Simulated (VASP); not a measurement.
# Y2TaN3 (P-3m1) in VASP: notebook

The runs below take Y2TaN3 through single point, relaxation of cell and atoms, with PBE.

Everything below comes from runs of VASP 6.6.1. Logs are shortened: lines on timing, memory, paths and dates and some standing lists are left out, and cuts for length are marked.

### 1 The cell of the first run

Symmetry: P-3m1, No. 164, trigonal system. Conventional cell: a = 3.319 Å, b = 3.319 Å, c = 8.183 Å, α = 90.00°, β = 90.00°, γ = 120.00°. Y (site symmetry 3m) has 6 N at 2.39 to 2.44 Å and 3 Ta at 3.28 Å and 9 Y at 3.32 to 3.44 Å within 3.5 Å. Within 3.0 Å of Ta (site symmetry -3m) lie 6 N at 2.24 Å. N (site symmetry -3m) has 6 Y at 2.39 Å and 12 N at 3.32 to 3.50 Å within 3.6 Å. Within 3.1 Å of N (site symmetry 3m) lie 3 Ta at 2.24 Å and 3 Y at 2.44 Å and 3 N at 3.01 Å.

The cell was built from a structure type or drawn by symmetry, and may not be a known phase.

### 2 Single point, PBE

INCAR

```
SYSTEM = Y2TaN3
  PREC = Accurate
  ENCUT = 520
  EDIFF = 1E-6
  ISMEAR = 0
  SIGMA = 0.1
  LREAL = .FALSE.
  LASPH = .TRUE.
  NELM = 60
  ALGO = Normal
  ISIF = 2
  LWAVE = .FALSE.
  LCHARG = .TRUE.
  GGA = PE
  LELF = .TRUE.
  LVHAR = .TRUE.
  NBANDS = 33
```

KPOINTS

```
regular mesh
0
G
  12 12 6
  0 0 0
```

POSCAR

```
Y2TaN3
1.0
    3.3194636930      0.0000000000      0.0000000000
   -1.6597318465      2.8747398851      0.0000000000
    0.0000000000      0.0000000000      8.1831238804
Y Ta N
2 1 3
Direct
    0.3333333333      0.6666666667      0.6744401277
    0.6666666667      0.3333333333      0.3255598723
    0.0000000000      0.0000000000      0.0000000000
    0.0000000000      0.0000000000      0.5000000000
    0.3333333333      0.6666666667      0.1418674633
    0.6666666667      0.3333333333      0.8581325367
```

Potentials or basis: VASP PAW PBE potentials, release 64 (Y_sv, Ta_pv, N).

Launch:

```bash
cat potpaw_PBE.64/Y_sv/POTCAR potpaw_PBE.64/Ta_pv/POTCAR potpaw_PBE.64/N/POTCAR > POTCAR
mpirun -np 1 vasp_std > vasp.out
```

OUTCAR:

```text
SYSTEM = Y2TaN3
   PREC = Accurate
   ENCUT = 520
   EDIFF = 1E-6
   ISMEAR = 0
   LREAL = .FALSE.
   LASPH = .TRUE.
   NELM = 60
   ISIF = 2
   GGA = PE

 ion  position               nearest neighbor table
   1  0.333  0.667  0.674-   4 2.39   4 2.39   4 2.39   6 2.44   6 2.44   6 2.44   3 3.28   3 3.28
                             3 3.28   2 3.44   2 3.44   2 3.44
   2  0.667  0.333  0.326-   4 2.39   4 2.39   4 2.39   5 2.44   5 2.44   5 2.44   3 3.28   3 3.28
                             3 3.28   1 3.44   1 3.44   1 3.44
   3  0.000  0.000  0.000-   5 2.24   6 2.24   6 2.24   5 2.24   6 2.24   5 2.24   1 3.28   2 3.28
                             1 3.28   2 3.28   2 3.28   1 3.28
   4  0.000  0.000  0.500-   1 2.39   2 2.39   2 2.39   1 2.39   2 2.39   1 2.39
   5  0.333  0.667  0.142-   3 2.24   3 2.24   3 2.24   2 2.44   2 2.44   2 2.44
   6  0.667  0.333  0.858-   3 2.24   3 2.24   3 2.24   1 2.44   1 2.44   1 2.44

  LATTYP: Found a hexagonal cell.
 ALAT       =     3.3194636930
 C/A-ratio  =     2.4651945727

  Lattice vectors:

 A1 = (   3.3194636930,   0.0000000000,   0.0000000000)
 A2 = (  -1.6597318465,   2.8747398851,   0.0000000000)
 A3 = (   0.0000000000,   0.0000000000,   8.1831238804)

Analysis of symmetry for initial positions (statically):
=====================================================================
 Subroutine PRICEL returns:
 Original cell was already a primitive cell.

 Routine SETGRP: Setting up the symmetry group for a
 hexagonal supercell.

 Subroutine GETGRP returns: Found 12 space group operations
 (whereof 12 operations were pure point group operations)
 out of a pool of 24 trial point group operations.

The static configuration has the point symmetry D_3d.

Analysis of symmetry for dynamics (positions and initial velocities):
=====================================================================
 Subroutine PRICEL returns:
 Original cell was already a primitive cell.

 Routine SETGRP: Setting up the symmetry group for a
 hexagonal supercell.

 Subroutine GETGRP returns: Found 12 space group operations
 (whereof 12 operations were pure point group operations)
 out of a pool of 24 trial point group operations.

The dynamic configuration has the point symmetry D_3d.

 Subroutine INISYM returns: Found 12 space group operations
 (whereof 12 operations are pure point group operations),
 and found     1 'primitive' translations

----------------------------------------------------------------------------------------

                                     Primitive cell

  volume of cell :      78.0882

  direct lattice vectors                    reciprocal lattice vectors
     3.319463693  0.000000000  0.000000000     0.301253483  0.173928780  0.000000000
    -1.659731846  2.874739885  0.000000000     0.000000000  0.347857559  0.000000000
     0.000000000  0.000000000  8.183123880     0.000000000  0.000000000  0.122202720

  length of vectors
     3.319463693  3.319463693  8.183123880     0.347857559  0.347857559  0.122202720

  position of ions in fractional coordinates (direct lattice)
     0.333333333  0.666666667  0.674440128
     0.666666667  0.333333333  0.325559872
     0.000000000  0.000000000  0.000000000
     0.000000000  0.000000000  0.500000000
     0.333333333  0.666666667  0.141867463
     0.666666667  0.333333333  0.858132537

  ion indices of the primitive-cell ions
   primitive index   ion index
                 1           1
                 2           2
                 3           3
                 4           4
                 5           5
                 6           6

----------------------------------------------------------------------------------------

 KPOINTS: regular mesh

Automatic generation of k-mesh.
 Grid dimensions read from file:
 generate k-points for:   12   12    6

 Generating k-lattice:

  Cartesian coordinates                     Fractional coordinates (reciprocal lattice)
     0.025104457  0.014494065  0.000000000     0.083333333  0.000000000  0.000000000
     0.000000000  0.028988130  0.000000000     0.000000000  0.083333333  0.000000000
     0.000000000  0.000000000  0.020367120     0.000000000  0.000000000  0.166666667

  Length of vectors
     0.028988130  0.028988130  0.020367120

  Shift w.r.t. Gamma in fractional coordinates (k-lattice)
     0.000000000  0.000000000  0.000000000

 Subroutine IBZKPT returns following result:
 ===========================================

 Found    100 irreducible k-points:

 Following reciprocal coordinates:
            Coordinates               Weight
  0.000000  0.000000  0.000000      1.000000
  0.083333  0.000000  0.000000      6.000000
  0.166667  0.000000  0.000000      6.000000
  0.250000  0.000000  0.000000      6.000000
  0.333333  0.000000  0.000000      6.000000
  0.416667 -0.000000  0.000000      6.000000
[... 16 lines left out ...]
  0.166667  0.000000  0.166667      6.000000
  0.000000  0.166667  0.166667      6.000000
 [... further k-points ...]
   k-points           NKPTS =    100   k-points in BZ     NKDIM =    100   number of bands    NBANDS=     33
   number of dos      NEDOS =    301   number of ions     NIONS =      6
   total plane-waves  NPLWV =  50176
   dimension x,y,z NGX =    28 NGY =   28 NGZ =   64
   dimension x,y,z NGXF=    56 NGYF=   56 NGZF=  128
   ions per type =               2   1   3
   NGX,Y,Z   is equivalent  to a cutoff of  14.02, 14.02, 13.00 a.u.
   NGXF,Y,Z  is equivalent  to a cutoff of  28.05, 28.05, 26.00 a.u.
 SYSTEM =  Y2TaN3
   PREC   = accura    normal or accurate (medium, high low for compatibility)
   ISTART =      0    job   : 0-new  1-cont  2-samecut
   ICHARG =      2    charge: 1-file 2-atom 10-const
   ISPIN  =      1    spin polarized calculation?
   LNONCOLLINEAR =      F non collinear calculations
   LSORBIT =      F    spin-orbit coupling
   LASPH  =      T    aspherical Exc in radial PAW
   ENCUT  =  520.0 eV  38.22 Ry    6.18 a.u.   6.17  6.17 15.22*2*pi/ulx,y,z
   NELM   =     60;   NELMIN=  2; NELMDL= -5     # of ELM steps
   EDIFF  = 0.1E-05   stopping-criterion for ELM
   LREAL  =      F    real-space projection
   EDIFFG = 0.1E-04   stopping-criterion for IOM
   NSW    =      0    number of steps for IOM
   IBRION =     -1    ionic relax: 0-MD 1-quasi-New 2-CG
   NFREE  =      0    steps in history (QN), initial steepest desc. (CG)
   ISIF   =      2    stress and relaxation
   ISYM   =      2    0-nonsym 1-usesym 2-fastsym
   POTIM  = 0.5000    time-step for ionic-motion
   TEBEG  =    0.0;   TEEND  =   0.0 temperature during run
   PSTRESS=    0.0 pullay stress
   NELECT =      48.0000    total number of electrons
   NUPDOWN=      -1.0000    fix difference up-down
   EMIN   =  10.00;   EMAX   =-10.00  energy-range for DOS
   EFERMI =   0.00;   METHOD = LEGACY
   ISMEAR =     0;   SIGMA  =   0.10  broadening in eV -4-tet -1-fermi 0-gaus
   EFERMI_NEDOS =   21; number of points for ismear=-14 and -15
   IALGO  =     38    algorithm
   IMIX   =      4    mixing-type and parameters
     AMIX     =   0.40;   BMIX     =  1.00
     AMIX_MAG =   1.60;   BMIX_MAG =  1.00
  volume/ion in A,a.u.               =      13.01        87.83
  Fermi-wavevector in a.u.,A,eV,Ry     =   1.391960  2.630423 26.361998  1.937552
  Thomas-Fermi vector in A             =   2.515749
   LORBIT       =      0    0 simple, 1 ext, 2 COOP (PROOUT), +10 PAW based schemes
   GGA     = PE    functional components
   LHFCALC =     F    Hartree Fock is set to
   AEXX    =    0.0000 exact exchange contribution
   IVDW    =     0    specifies the selected vdW correction
   LEPSILON=     F    determine dielectric tensor
   LRPA    =     F    only Hartree local field effects (RPA)
 non-spin polarized calculation
 Gauss-broadening in eV      SIGMA  =   0.10
  energy-cutoff  :      520.00
  volume of cell :       78.09
 maximum number of plane-waves:      2119
 NGX is ok and might be reduce to    28
   NGX = 13   NGY = 13   NGZ = 31

 number of electron      48.0000002 magnetization

 Free energy of the ion-electron system (eV)
  ---------------------------------------------------
  ext. energy  EPLUGINS =         0.00000000
  ---------------------------------------------------
  free energy    TOTEN  =       -58.61244849 eV

  energy without entropy =      -58.60446560  energy(sigma->0) =      -58.60845705

 E-fermi :   6.6106     XC(G=0): -12.0003

 val. band max:        6.6043722276   @ k =   0.4167  -0.0000   0.5000
 cond. band min:       6.6359413854   @ k =   0.3333   0.3333   0.0000
 fundamental gap:      0.0315691578
 Fermi energy:         6.6105968521

 k-point     1 :       0.0000    0.0000    0.0000
  band No.  band energies     occupation
      1     -35.4197      2.00000
      2     -35.3553      2.00000
      3     -29.0525      2.00000
      4     -29.0120      2.00000
      5     -29.0120      2.00000
      6     -16.1605      2.00000
[... 25 lines left out ...]
     32      10.1439      0.00000
     33      10.1439      0.00000

 k-point     2 :       0.0833    0.0000    0.0000
  band No.  band energies     occupation
      1     -35.4103      2.00000
      2     -35.3478      2.00000
      3     -29.0484      2.00000
      4     -29.0349      2.00000
      5     -29.0171      2.00000
      6     -16.1277      2.00000
[... 25 lines left out ...]
     32      10.0619      0.00000
     33      10.4803      0.00000

 k-point     3 :       0.1667    0.0000    0.0000
  band No.  band energies     occupation
      1     -35.3842      2.00000
      2     -35.3274      2.00000
      3     -29.0972      2.00000
      4     -29.0369      2.00000
      5     -29.0309      2.00000
      6     -16.0383      2.00000
[... 25 lines left out ...]
     32      10.6398      0.00000
     33      11.2295      0.00000

 k-point     4 :       0.2500    0.0000    0.0000
  band No.  band energies     occupation
      1     -35.3479      2.00000
      2     -35.2998      2.00000
      3     -29.1808      2.00000
      4     -29.0496      2.00000
      5     -29.0213      2.00000
      6     -15.9372      2.00000
[... 25 lines left out ...]
     32      10.9904      0.00000
     33      11.1653      0.00000

 k-point     5 :       0.3333    0.0000    0.0000
  band No.  band energies     occupation
      1     -35.3101      2.00000
      2     -35.2731      2.00000
      3     -29.2631      2.00000
      4     -29.0683      2.00000
      5     -29.0057      2.00000
      6     -16.0562      2.00000
[... 604 lines left out ...]
 k-point    22 :       0.0000    0.0833    0.1667
  band No.  band energies     occupation
      1     -35.4106      2.00000
      2     -35.3475      2.00000
      3     -29.0484      2.00000
      4     -29.0349      2.00000
      5     -29.0171      2.00000
      6     -16.1165      2.00000
[... 25 lines left out ...]
     32      10.1295      0.00000
     33      10.6957      0.00000

 k-point    23 :       0.1667    0.0000    0.1667
  band No.  band energies     occupation
      1     -35.3844      2.00000
      2     -35.3272      2.00000
      3     -29.0972      2.00000
      4     -29.0369      2.00000
      5     -29.0309      2.00000
      6     -16.0307      2.00000
[... 25 lines left out ...]
     32      10.6698      0.00000
     33      11.1014      0.00000

 k-point    24 :       0.0000    0.1667    0.1667
  band No.  band energies     occupation
      1     -35.3845      2.00000
      2     -35.3272      2.00000
      3     -29.0972      2.00000
      4     -29.0369      2.00000
      5     -29.0309      2.00000
      6     -16.0303      2.00000
[... 25 lines left out ...]
     32      10.4966      0.00000
     33      10.8253      0.00000

 [... further k-points ...]

------------------------ aborting loop because EDIFF is reached ----------------------------------------

  FORCE on cell =-STRESS in cart. coord.  units (eV):
  Direction    XX          YY          ZZ          XY          YZ          ZX
  --------------------------------------------------------------------------------------
  -------------------------------------------------------------------------------------
  Total        0.0078799      0.0078799     -0.0260619      0.0000000     -0.0000000      0.0000000
  in kB        0.1616768      0.1616768     -0.5347257      0.0000000     -0.0000000      0.0000000
  external PRESSURE =      -0.0704574 kB  Pullay stress =       0.0000000 kB

 VOLUME and BASIS-vectors are now :
 -----------------------------------------------------------------------------
  energy-cutoff  :      520.00
  volume of cell :       78.09
      direct lattice vectors                 reciprocal lattice vectors
     3.319463693  0.000000000  0.000000000     0.301253483  0.173928780  0.000000000
    -1.659731846  2.874739885  0.000000000     0.000000000  0.347857559  0.000000000
     0.000000000  0.000000000  8.183123880     0.000000000  0.000000000  0.122202720

 POSITION                                       TOTAL-FORCE (eV/Angst)
 -----------------------------------------------------------------------------------
     -0.00000      1.91649      5.51903        -0.000000      0.000000      0.010840
      1.65973      0.95825      2.66410         0.000000      0.000000     -0.010840
      0.00000      0.00000      0.00000         0.000000      0.000000      0.000000
      0.00000      0.00000      4.09156         0.000000      0.000000      0.000000
     -0.00000      1.91649      1.16092         0.000000     -0.000000      0.043370
      1.65973      0.95825      7.02220         0.000000      0.000000     -0.043370
 -----------------------------------------------------------------------------------
    total drift:                                0.000000      0.000000     -0.000000

  FREE ENERGIE OF THE ION-ELECTRON SYSTEM (eV)
  ---------------------------------------------------
  free  energy   TOTEN  =       -58.6124484920 eV

  energy  without entropy=      -58.6044655994  energy(sigma->0) =      -58.60845705
```

Run time: 9 min. Hardware: 1 thread of Intel Xeon 8259CL, shared host; peak memory 0.41 GiB.

Results:

* Free energy: -58.6124 eV
* Pressure: 0.0 GPa
* Largest force: 0.043 eV/Å
* Band gap on the k mesh: zero (bands 24 and 25 overlap by 0.60 eV)

Forces on the atoms (eV/Å):
```
Y    0.000  0.000  0.011
Y    0.000  0.000 -0.011
Ta   0.000  0.000  0.000
N    0.000  0.000  0.000
N    0.000  0.000  0.043
N    0.000  0.000 -0.043
```

Levels at points of the mesh, in eV from the Fermi level:
```tsv
k point	band 21	band 22	band 23	band 24	band 25	band 26	band 27	band 28
(0.00, 0.00, 0.00)	-2.01	-1.89	-1.89	-0.17	-0.17	0.40	1.66	2.34
(0.50, 0.00, 0.00)	-3.29	-2.36	-2.31	-2.28	1.53	1.95	2.03	2.12
(0.00, 0.00, 0.50)	-2.98	-2.49	-2.49	-0.07	-0.07	0.45	1.25	2.51
(0.50, 0.00, 0.50)	-3.63	-3.24	-2.52	-1.09	-0.33	2.05	2.14	3.96
```

Caveat: spin-orbit coupling is left out, which moves the levels of the heavy elements.

### 3 Single point, PBE

INCAR

```
  PREC = Accurate
  ENCUT = 520
  EDIFF = 1E-7
  ISMEAR = 0
  SIGMA = 0.1
  LREAL = F
  LASPH = T
  NELM = 100
  ALGO = Normal
  ISIF = 2
  LWAVE = F
  LCHARG = T
  GGA = PE
  LELF = T
  LVHAR = T
  NBANDS = 33
```

KPOINTS

```
regular mesh
0
Gamma
  12 12 6
```

POSCAR is that of step 2.

Potentials or basis: VASP PAW PBE potentials, release 64 (Y_sv, Ta_pv, N).

Launch:

```bash
cat potpaw_PBE.64/Y_sv/POTCAR potpaw_PBE.64/Ta_pv/POTCAR potpaw_PBE.64/N/POTCAR > POTCAR
mpirun -np 1 vasp_std > vasp.out
```

Wall time 11 min (1 thread of Intel Xeon 8259CL, shared host); peak memory 0.41 GiB.

The run converged. Its results:

```yaml
Free_energy: -58.6124 eV
Pressure: 0.0 GPa
Largest_force: 0.043 eV/Å
Band_gap_on_the_k_mesh: zero (bands 24 and 25 overlap by 0.60 eV)
```

Forces on the atoms (eV/Å):
```
Y    0.000  0.000  0.011
Y    0.000  0.000 -0.011
Ta   0.000  0.000  0.000
N    0.000  0.000  0.000
N    0.000  0.000  0.043
N    0.000  0.000 -0.043
```

Levels at points of the mesh, in eV from the Fermi level:
```csv
k point,band 22,band 23,band 24,band 25,band 26,band 27
"(0.00, 0.00, 0.00)",-1.88,-1.88,-0.17,-0.17,0.40,1.66
"(0.50, 0.00, 0.00)",-2.36,-2.31,-2.28,1.53,1.95,2.03
"(0.00, 0.00, 0.50)",-2.49,-2.49,-0.07,-0.07,0.45,1.25
"(0.50, 0.00, 0.50)",-3.24,-2.52,-1.09,-0.33,2.05,2.14
```

Caveat: spin-orbit coupling is left out, which moves the levels of the heavy elements.

### 4 Relaxation of cell and atoms, PBE

INCAR

```
ALGO = Normal ; EDIFF = 1E-7
EDIFFG = -0.01 ; ENCUT = 600
GGA = PE ; IBRION = 2
ISIF = 3 ; ISMEAR = 0
LASPH = T ; LCHARG = F
LREAL = F ; LWAVE = F
NELM = 60 ; NSW = 100
PREC = Accurate ; SIGMA = 0.1
```

KPOINTS

```
k-points
0
Gamma
  12 12 6
```

POSCAR

```
Y2TaN3
1.0
    3.3138090825      0.0000000000      0.0000000000
   -1.6569045412      2.8698428487      0.0000000000
    0.0000000000      0.0000000000      8.2088256001
Y Ta N
2 1 3
Direct
    0.3333333333      0.6666666667      0.6734737223
    0.6666666667      0.3333333333      0.3265262777
    0.0000000000      0.0000000000      0.0000000000
    0.0000000000      0.0000000000      0.5000000000
    0.3333333333      0.6666666667      0.1422830779
    0.6666666667      0.3333333333      0.8577169221
```

Launch:

```bash
cat potpaw_PBE.64/Y_sv/POTCAR potpaw_PBE.64/Ta_pv/POTCAR potpaw_PBE.64/N/POTCAR > POTCAR
mpirun -np 1 vasp_std > vasp.out
```

Run time: 28 min. Hardware: 1 thread of Intel Xeon 8259CL, shared host; peak memory 0.46 GiB.

Results (log left out):

| Item | Value |
| --- | --- |
| Free energy | -58.6184 eV |
| Relaxed volume | 13.01 Å³/atom |
| Relaxed cell | a = 3.319 Å, b = 3.319 Å, c = 8.179 Å, α = 90.00°, β = 90.00°, γ = 120.00° |
| Space group after relaxing (to 0.1 Å) | P-3m1 (No. 164) |
| Energy gained by relaxing | 0.4 meV/atom |
| Ionic steps | 5 |
| Pressure after relaxing | 0.0 GPa |
| Largest force after relaxing | 0.004 eV/Å |
| Band gap on the k mesh | zero (bands 24 and 25 overlap by 0.60 eV) |

Forces in eV/Å, atoms in the order of the input:
```
Y    0.000  0.000 -0.001
Y    0.000  0.000  0.001
Ta   0.000  0.000  0.000
N    0.000  0.000  0.000
N    0.000  0.000 -0.004
N    0.000  0.000  0.004
```

Step by step:
| step | energy change (eV) | largest force (eV/Å) | pressure (GPa) | volume (Å³) |
| --- | --- | --- | --- | --- |
| 1 | 0.0000 | 0.1440 | -0.12 | 78.07 |
| 2 | -0.0021 | 0.0227 | 0.21 | 77.96 |
| 3 | -0.0021 | 0.0071 | 0.25 | 77.94 |
| 4 | -0.0020 | 0.0116 | -0.34 | 78.17 |
| 5 | -0.0022 | 0.0040 | 0.00 | 78.03 |

Final structure:
```
Y Ta N
1.0
     3.31910    0.00000    0.00000
    -1.65955    2.87443    0.00000
     0.00000    0.00000    8.17930
Y Ta N
2 1 3
Cartesian
  0.0000 1.9163 5.5167
  1.6596 0.9581 2.6626
  -1.6596 2.8744 0.0000
  -1.6596 2.8744 4.0897
  0.0000 1.9163 1.1643
  1.6596 0.9581 7.0151
```

Levels at points of the mesh, in eV from the Fermi level:
| k point | band 22 | band 23 | band 24 | band 25 | band 26 | band 27 |
| --- | --- | --- | --- | --- | --- | --- |
| (0.00, 0.00, 0.00) | -1.88 | -1.88 | -0.17 | -0.17 | 0.40 | 1.68 |
| (0.50, 0.00, 0.00) | -2.36 | -2.32 | -2.27 | 1.53 | 1.96 | 2.04 |
| (0.00, 0.00, 0.50) | -2.48 | -2.48 | -0.08 | -0.08 | 0.44 | 1.26 |
| (0.50, 0.00, 0.50) | -3.23 | -2.51 | -1.10 | -0.32 | 2.06 | 2.15 |

Caveat: spin-orbit coupling is left out, which moves the levels of the heavy elements.
